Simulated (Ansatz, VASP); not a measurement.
**BiCl2 in VASP and in Ansatz**

```xyz
6
Lattice="7.3309 0.0000 0.0000 0.0000 7.3309 0.0000 0.0000 0.0000 3.5080" Properties=species:S:1:pos:R:3 pbc="T T T"
Bi    0.0000    0.0000    0.0000
Bi    3.6655    3.6655    1.7540
Cl    1.9364    1.9364    0.0000
Cl    5.3946    5.3946    0.0000
Cl    5.6018    1.7291    1.7540
Cl    1.7291    5.6018    1.7540
```

Alike in both runs: functional PBE; k mesh 6 × 6 × 8; occupations gaussian, width 0.1 eV; no spin polarisation.

Ansatz relaxed the structure, and its values are those at the end. VASP's run is a single point on that final structure, the one shown.

|  | VASP | Ansatz |
| --- | --- | --- |
| version | VASP 6.6.1 | Ansatz 0.2.0 |
| potentials or method | VASP PAW PBE potentials, release 64 (Bi_d, Cl), cutoff 520 eV | scalar-relativistic, plane waves, PAW |
| valence electrons in the cell | 58 | 58 |

```csv
,VASP,Ansatz,Ansatz less VASP
gap on the k mesh at the Fermi level (eV),none,none,-
pressure (GPa),0.0,0.0,+0.06
```

A gap of «none» marks a metal or a gap that the smearing closes.

Spin-orbit coupling is off throughout.
